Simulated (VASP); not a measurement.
# C (P4_2/mmc) in VASP: a series of runs, part 2 of 2

VASP 6.6.1.

### 4 Single point, PBE

This run uses another cell than the first one, of 6.47 Å³/atom, 0.935 times its volume.

The input, INCAR:

```
SYSTEM = C
  PREC = Accurate
  ENCUT = 520
  EDIFF = 1E-6
  ISMEAR = 0
  SIGMA = 0.1
  LREAL = .False.
  LASPH = .True.
  NELM = 60
  ALGO = Normal
  ISIF = 2
  LWAVE = .False.
  LCHARG = .True.
  GGA = PE
  LELF = .True.
  LVHAR = .True.
  NBANDS = 26
```

The input, KPOINTS:

```
regular mesh
0
Gamma
  6 6 4
  0 0 0
```

The input, POSCAR:

```
C
1.0
    3.4734310300      0.0000000000      0.0000000000
    0.0000000000      3.4734310300      0.0000000000
    0.0000000000      0.0000000000      4.2900539000
C
8
Direct
    0.7819384900      0.5000000000      0.1809069100
    0.5000000000      0.7819384900      0.6809069100
    0.5000000000      0.2180615100      0.6809069100
    0.7819384900      0.5000000000      0.8190930900
    0.2180615100      0.5000000000      0.8190930900
    0.2180615100      0.5000000000      0.1809069100
    0.5000000000      0.7819384900      0.3190930900
    0.5000000000      0.2180615100      0.3190930900
```

Potentials or basis: VASP PAW PBE potentials, release 64 (C).

Run with:

```bash
> cat potpaw_PBE.64/C/POTCAR > POTCAR
> mpirun -np 1 vasp_std > vasp.out
```

OUTCAR:

```text
SYSTEM = C
   PREC = Accurate
   ENCUT = 520
   EDIFF = 1E-6
   ISMEAR = 0
   LREAL = .False.
   LASPH = .True.
   NELM = 60
   ISIF = 2
   GGA = PE

 ion  position               nearest neighbor table
   1  0.782  0.500  0.181-   7 1.51   8 1.51   6 1.51   4 1.55   6 1.96
   2  0.500  0.782  0.681-   4 1.51   5 1.51   3 1.51   7 1.55   3 1.96
   3  0.500  0.218  0.681-   4 1.51   5 1.51   2 1.51   8 1.55   2 1.96
   4  0.782  0.500  0.819-   2 1.51   3 1.51   5 1.51   1 1.55   5 1.96
   5  0.218  0.500  0.819-   2 1.51   3 1.51   4 1.51   6 1.55   4 1.96
   6  0.218  0.500  0.181-   7 1.51   8 1.51   1 1.51   5 1.55   1 1.96
   7  0.500  0.782  0.319-   1 1.51   6 1.51   8 1.51   2 1.55   8 1.96
   8  0.500  0.218  0.319-   1 1.51   6 1.51   7 1.51   3 1.55   7 1.96

  LATTYP: Found a simple tetragonal cell.
 ALAT       =     3.4734310300
 C/A-ratio  =     1.2351055377

  Lattice vectors:

 A1 = (   3.4734310300,   0.0000000000,   0.0000000000)
 A2 = (   0.0000000000,   3.4734310300,   0.0000000000)
 A3 = (   0.0000000000,   0.0000000000,   4.2900539000)

Analysis of symmetry for initial positions (statically):
=====================================================================
 Subroutine PRICEL returns:
 Original cell was already a primitive cell.

 Routine SETGRP: Setting up the symmetry group for a
 simple tetragonal supercell.

 Subroutine GETGRP returns: Found 16 space group operations
 (whereof  8 operations were pure point group operations)
 out of a pool of 16 trial point group operations.

The static configuration has the point symmetry D_2h.
 The point group associated with its full space group is D_4h.

Analysis of symmetry for dynamics (positions and initial velocities):
=====================================================================
 Subroutine PRICEL returns:
 Original cell was already a primitive cell.

 Routine SETGRP: Setting up the symmetry group for a
 simple tetragonal supercell.

 Subroutine GETGRP returns: Found 16 space group operations
 (whereof  8 operations were pure point group operations)
 out of a pool of 16 trial point group operations.

The dynamic configuration has the point symmetry D_2h.
 The point group associated with its full space group is D_4h.

 Subroutine INISYM returns: Found 16 space group operations
 (whereof  8 operations are pure point group operations),
 and found     1 'primitive' translations

----------------------------------------------------------------------------------------

                                     Primitive cell

  volume of cell :      51.7583

  direct lattice vectors                    reciprocal lattice vectors
     3.473431030  0.000000000  0.000000000     0.287899772  0.000000000  0.000000000
     0.000000000  3.473431030  0.000000000     0.000000000  0.287899772  0.000000000
     0.000000000  0.000000000  4.290053900     0.000000000  0.000000000  0.233097304

  length of vectors
     3.473431030  3.473431030  4.290053900     0.287899772  0.287899772  0.233097304

  position of ions in fractional coordinates (direct lattice)
     0.781938490  0.500000000  0.180906910
     0.500000000  0.781938490  0.680906910
     0.500000000  0.218061510  0.680906910
     0.781938490  0.500000000  0.819093090
     0.218061510  0.500000000  0.819093090
     0.218061510  0.500000000  0.180906910
[... 41 lines left out ...]
            Coordinates               Weight
  0.000000  0.000000  0.000000      1.000000
  0.166667  0.000000  0.000000      4.000000
  0.333333  0.000000  0.000000      4.000000
  0.500000  0.000000  0.000000      2.000000
  0.166667  0.166667  0.000000      4.000000
  0.333333  0.166667  0.000000      8.000000
[... 16 lines left out ...]
  0.333333  0.000000  0.500000      4.000000
  0.500000  0.000000  0.500000      2.000000
 [... further k-points ...]
   k-points           NKPTS =     30   k-points in BZ     NKDIM =     30   number of bands    NBANDS=     26
   number of dos      NEDOS =    301   number of ions     NIONS =      8
   total plane-waves  NPLWV =  25088
   dimension x,y,z NGX =    28 NGY =   28 NGZ =   32
   dimension x,y,z NGXF=    56 NGYF=   56 NGZF=   64
   ions per type =               8
   NGX,Y,Z   is equivalent  to a cutoff of  13.40, 13.40, 12.40 a.u.
   NGXF,Y,Z  is equivalent  to a cutoff of  26.80, 26.80, 24.80 a.u.
 SYSTEM =  C
   PREC   = accura    normal or accurate (medium, high low for compatibility)
   ISTART =      0    job   : 0-new  1-cont  2-samecut
   ICHARG =      2    charge: 1-file 2-atom 10-const
   ISPIN  =      1    spin polarized calculation?
   LNONCOLLINEAR =      F non collinear calculations
   LSORBIT =      F    spin-orbit coupling
   LASPH  =      T    aspherical Exc in radial PAW
   ENCUT  =  520.0 eV  38.22 Ry    6.18 a.u.   6.46  6.46  7.98*2*pi/ulx,y,z
   NELM   =     60;   NELMIN=  2; NELMDL= -5     # of ELM steps
   EDIFF  = 0.1E-05   stopping-criterion for ELM
   LREAL  =      F    real-space projection
   EDIFFG = 0.1E-04   stopping-criterion for IOM
   NSW    =      0    number of steps for IOM
   IBRION =     -1    ionic relax: 0-MD 1-quasi-New 2-CG
   NFREE  =      0    steps in history (QN), initial steepest desc. (CG)
   ISIF   =      2    stress and relaxation
   ISYM   =      2    0-nonsym 1-usesym 2-fastsym
   POTIM  = 0.5000    time-step for ionic-motion
   TEBEG  =    0.0;   TEEND  =   0.0 temperature during run
   PSTRESS=    0.0 pullay stress
   NELECT =      32.0000    total number of electrons
   NUPDOWN=      -1.0000    fix difference up-down
   EMIN   =  10.00;   EMAX   =-10.00  energy-range for DOS
   EFERMI =   0.00;   METHOD = LEGACY
   ISMEAR =     0;   SIGMA  =   0.10  broadening in eV -4-tet -1-fermi 0-gaus
   EFERMI_NEDOS =   21; number of points for ismear=-14 and -15
   IALGO  =     38    algorithm
   IMIX   =      4    mixing-type and parameters
     AMIX     =   0.40;   BMIX     =  1.00
     AMIX_MAG =   1.60;   BMIX_MAG =  1.00
  volume/ion in A,a.u.               =       6.47        43.66
  Fermi-wavevector in a.u.,A,eV,Ry     =   1.394649  2.635504 26.463939  1.945045
  Thomas-Fermi vector in A             =   2.518177
   LORBIT       =      0    0 simple, 1 ext, 2 COOP (PROOUT), +10 PAW based schemes
   GGA     = PE    functional components
   LHFCALC =     F    Hartree Fock is set to
   AEXX    =    0.0000 exact exchange contribution
   IVDW    =     0    specifies the selected vdW correction
   LEPSILON=     F    determine dielectric tensor
   LRPA    =     F    only Hartree local field effects (RPA)
 non-spin polarized calculation
 Gauss-broadening in eV      SIGMA  =   0.10
  energy-cutoff  :      520.00
  volume of cell :       51.76
 maximum number of plane-waves:      1410
 NGX is ok and might be reduce to    28
   NGX = 13   NGY = 13   NGZ = 15

 number of electron      32.0000001 magnetization

 Free energy of the ion-electron system (eV)
  ---------------------------------------------------
  ext. energy  EPLUGINS =         0.00000000
  ---------------------------------------------------
  free energy    TOTEN  =       -67.47765203 eV

  energy without entropy =      -67.47765203  energy(sigma->0) =      -67.47765203

 E-fermi :   7.9141     XC(G=0): -12.0649

 val. band max:        7.4471052462   @ k =   0.0000   0.0000   0.0000
 cond. band min:       9.3169510579   @ k =   0.5000   0.5000   0.0000
 fundamental gap:      1.8698458117
 Fermi energy:         7.9141479161

 k-point     1 :       0.0000    0.0000    0.0000
  band No.  band energies     occupation
      1     -13.9396      2.00000
      2      -8.9437      2.00000
      3      -7.9020      2.00000
      4      -4.6425      2.00000
      5      -3.1353      2.00000
      6      -3.1353      2.00000
[... 685 lines left out ...]
     25      18.8507      0.00000
     26      19.0052      0.00000

 [... further k-points ...]
[... 5 lines left out ...]
  --------------------------------------------------------------------------------------
  -------------------------------------------------------------------------------------
  Total       10.9211716     10.9211716      5.3212400     -0.0000000      0.0000000      0.0000000
  in kB      338.0646057    338.0646057    164.7188589     -0.0000000      0.0000000      0.0000000
  external PRESSURE =     280.2826901 kB  Pullay stress =       0.0000000 kB

 VOLUME and BASIS-vectors are now :
 -----------------------------------------------------------------------------
  energy-cutoff  :      520.00
  volume of cell :       51.76
      direct lattice vectors                 reciprocal lattice vectors
     3.473431030  0.000000000  0.000000000     0.287899772  0.000000000  0.000000000
     0.000000000  3.473431030  0.000000000     0.000000000  0.287899772  0.000000000
     0.000000000  0.000000000  4.290053900     0.000000000  0.000000000  0.233097304

 POSITION                                       TOTAL-FORCE (eV/Angst)
 -----------------------------------------------------------------------------------
      2.71601      1.73672      0.77610         1.307896     -0.000000      0.029723
      1.73672      2.71601      2.92113        -0.000000      1.307896      0.029723
      1.73672      0.75742      2.92113        -0.000000     -1.307896      0.029723
      2.71601      1.73672      3.51395         1.307896     -0.000000     -0.029723
      0.75742      1.73672      3.51395        -1.307896     -0.000000     -0.029723
      0.75742      1.73672      0.77610        -1.307896      0.000000      0.029723
      1.73672      2.71601      1.36893        -0.000000      1.307896     -0.029723
      1.73672      0.75742      1.36893        -0.000000     -1.307896     -0.029723
 -----------------------------------------------------------------------------------
    total drift:                                0.000000     -0.000000      0.000000

  FREE ENERGIE OF THE ION-ELECTRON SYSTEM (eV)
  ---------------------------------------------------
  free  energy   TOTEN  =       -67.4776520285 eV

  energy  without entropy=      -67.4776520285  energy(sigma->0) =      -67.47765203
```

Run time: 29 s. Hardware: 1 thread of Intel Xeon 6975P-C, shared host; peak memory 0.17 GiB.

Results:

```yaml
Free_energy: -67.4777 eV
Pressure: 28.0 GPa
Largest_force: 1.308 eV/Å
Band_gap_on_the_k_mesh: 1.87 eV, indirect (least direct gap 2.26 eV)
```

Forces on the atoms (eV/Å):
```
C    1.308  0.000  0.030
C    0.000  1.308  0.030
C    0.000 -1.308  0.030
C    1.308  0.000 -0.030
C   -1.308  0.000 -0.030
C   -1.308  0.000  0.030
C    0.000  1.308 -0.030
C    0.000 -1.308 -0.030
```

Stress tensor (GPa, compression positive):
```
33.81  0.00  0.00
 0.00 33.81  0.00
 0.00  0.00 16.47
```

Caveat: forces of over 1 eV/Å act on the atoms, so gaps and moduli don't describe the material at rest.

### 5 Single point, PBE

The input, INCAR:

```
SYSTEM = C
ALGO = Normal
EDIFF = 1E-6
ENCUT = 520
GGA = PE
ISIF = 2
ISMEAR = 0
LASPH = .True.
LCHARG = .True.
LELF = .True.
LREAL = .False.
LVHAR = .True.
LWAVE = .False.
NBANDS = 26
NELM = 80
PREC = Accurate
SIGMA = 0.1
```

The input, KPOINTS:

```
k-points
0
Gamma
  6 6 4
  0 0 0
```

The input, POSCAR:

```
C
1.0
    3.5747130727      0.0000000000      0.0000000000
    0.0000000000      3.5747130727      0.0000000000
    0.0000000000      0.0000000000      4.3351783027
C
8
Direct
    0.7848232078      0.5000000000      0.1815813814
    0.5000000000      0.7848232078      0.6815813814
    0.5000000000      0.2151767922      0.6815813814
    0.7848232078      0.5000000000      0.8184186186
    0.2151767922      0.5000000000      0.8184186186
    0.2151767922      0.5000000000      0.1815813814
    0.5000000000      0.7848232078      0.3184186186
    0.5000000000      0.2151767922      0.3184186186
```

Potentials or basis: VASP PAW PBE potentials, release 64 (C).

Run with:

```bash
> cat potpaw_PBE.64/C/POTCAR > POTCAR
> mpirun -np 1 vasp_std > vasp.out
```

OUTCAR:

```text
SYSTEM = C
   EDIFF = 1E-6
   ENCUT = 520
   GGA = PE
   ISIF = 2
   ISMEAR = 0
   LASPH = .True.
   LREAL = .False.
   NELM = 80
   PREC = Accurate

 ion  position               nearest neighbor table
   1  0.785  0.500  0.182-   6 1.54   7 1.56   8 1.56   4 1.57   6 2.04
   2  0.500  0.785  0.682-   3 1.54   4 1.56   5 1.56   7 1.57   3 2.04
   3  0.500  0.215  0.682-   2 1.54   4 1.56   5 1.56   8 1.57   2 2.04
   4  0.785  0.500  0.818-   5 1.54   3 1.56   2 1.56   1 1.57   5 2.04
[... 915 lines left out ...]
  Total        0.1187446      0.1187446      0.1994958     -0.0000000      0.0000000      0.0000000
  in kB        3.4342759      3.4342759      5.7697239     -0.0000000      0.0000000      0.0000000
  external PRESSURE =       4.2127586 kB  Pullay stress =       0.0000000 kB

 VOLUME and BASIS-vectors are now :
 -----------------------------------------------------------------------------
  energy-cutoff  :      520.00
  volume of cell :       55.40
      direct lattice vectors                 reciprocal lattice vectors
     3.574713073  0.000000000  0.000000000     0.279742732  0.000000000  0.000000000
     0.000000000  3.574713073  0.000000000     0.000000000  0.279742732  0.000000000
     0.000000000  0.000000000  4.335178303     0.000000000  0.000000000  0.230671020

 POSITION                                       TOTAL-FORCE (eV/Angst)
 -----------------------------------------------------------------------------------
      2.80552      1.78736      0.78719         0.034267      0.000000      0.009520
      1.78736      2.80552      2.95478        -0.000000      0.034267      0.009520
      1.78736      0.76920      2.95478        -0.000000     -0.034267      0.009520
      2.80552      1.78736      3.54799         0.034267      0.000000     -0.009520
      0.76920      1.78736      3.54799        -0.034267      0.000000     -0.009520
      0.76920      1.78736      0.78719        -0.034267      0.000000      0.009520
      1.78736      2.80552      1.38040        -0.000000      0.034267     -0.009520
      1.78736      0.76920      1.38040        -0.000000     -0.034267     -0.009520
 -----------------------------------------------------------------------------------
    total drift:                               -0.000000     -0.000000      0.000000

  FREE ENERGIE OF THE ION-ELECTRON SYSTEM (eV)
  ---------------------------------------------------
  free  energy   TOTEN  =       -67.8734336035 eV

  energy  without entropy=      -67.8734336035  energy(sigma->0) =      -67.87343360
```

OSZICAR:

```text
N       E                     dE             d eps       ncg     rms          rms(c)
DAV:   1     0.937135977132E+02    0.93714E+02   -0.16618E+04  1560   0.118E+03
DAV:   2    -0.636725257654E+02   -0.15739E+03   -0.14520E+03  2026   0.237E+02
DAV:   3    -0.706030441835E+02   -0.69305E+01   -0.68597E+01  2120   0.465E+01
DAV:   4    -0.706994499913E+02   -0.96406E-01   -0.96149E-01  1990   0.595E+00
DAV:   5    -0.707021102491E+02   -0.26603E-02   -0.26570E-02  2108   0.929E-01    0.106E+01
DAV:   6    -0.685378409531E+02    0.21643E+01   -0.17091E+00  1904   0.671E+00    0.621E+00
DAV:   7    -0.678568181004E+02    0.68102E+00   -0.18531E+00  1910   0.713E+00    0.158E+00
DAV:   8    -0.678724541532E+02   -0.15636E-01   -0.10527E-01  1960   0.183E+00    0.152E-01
DAV:   9    -0.678728966690E+02   -0.44252E-03   -0.57332E-03  1942   0.441E-01    0.912E-02
DAV:  10    -0.678733734319E+02   -0.47676E-03   -0.74672E-04  1982   0.156E-01    0.326E-02
DAV:  11    -0.678734292389E+02   -0.55807E-04   -0.63113E-05  1914   0.459E-02    0.106E-02
DAV:  12    -0.678734331337E+02   -0.38948E-05   -0.95564E-06  1974   0.176E-02    0.319E-03
DAV:  13    -0.678734336035E+02   -0.46989E-06   -0.86492E-07  1546   0.587E-03
   1 F= -.67873434E+02 E0= -.67873434E+02  d E =-.433370E-11
```

It took 37 s on 1 thread of Intel Xeon 6975P-C, shared host; peak memory 0.17 GiB.

What came out:

- Free energy: -67.8734 eV
- Pressure: 0.4 GPa
- Largest force: 0.036 eV/Å
- Band gap on the k mesh: 1.73 eV, indirect (least direct gap 2.25 eV)

Forces in eV/Å, atoms in the order of the input:
```
C    0.034  0.000  0.010
C    0.000  0.034  0.010
C    0.000 -0.034  0.010
C    0.034  0.000 -0.010
C   -0.034  0.000 -0.010
C   -0.034  0.000  0.010
C    0.000  0.034 -0.010
C    0.000 -0.034 -0.010
```

Stress tensor (GPa, compression positive):
```
0.34 0.00 0.00
0.00 0.34 0.00
0.00 0.00 0.58
```

### 6 Summary

| cell | k mesh | smearing | gap on the mesh (eV) | pressure (GPa) | largest force (eV/Å) |
| --- | --- | --- | --- | --- | --- |
| a = 3.574, b = 3.574, c = 4.335 Å, 8 atoms | 8 × 8 × 6 | gaussian 0.02 eV | 1.73 | 0.5 | 0.02 |
| a = 3.574, b = 3.574, c = 4.335 Å, 8 atoms | 4 × 4 × 4 | gaussian 0.1 eV | 1.73 | 0.5 | 0.05 |
| a = 3.473, b = 3.473, c = 4.290 Å, 8 atoms | 6 × 6 × 4 | gaussian 0.1 eV | 1.87 | 28.0 | 1.31 |
| a = 3.575, b = 3.575, c = 4.335 Å, 8 atoms | 6 × 6 × 4 | gaussian 0.1 eV | 1.73 | 0.4 | 0.04 |

Alike in all rows: task single point; level PBE; potentials or basis VASP PAW PBE potentials, release 64 (C); no spin polarisation; cutoff (eV) 520.

Caveats: some runs use coarse meshes; forces of over 1 eV/Å act on the atoms, so gaps and moduli don't describe the material at rest (some runs).

Total energies depend on the potentials used, so only differences within one code and one set of settings carry meaning.
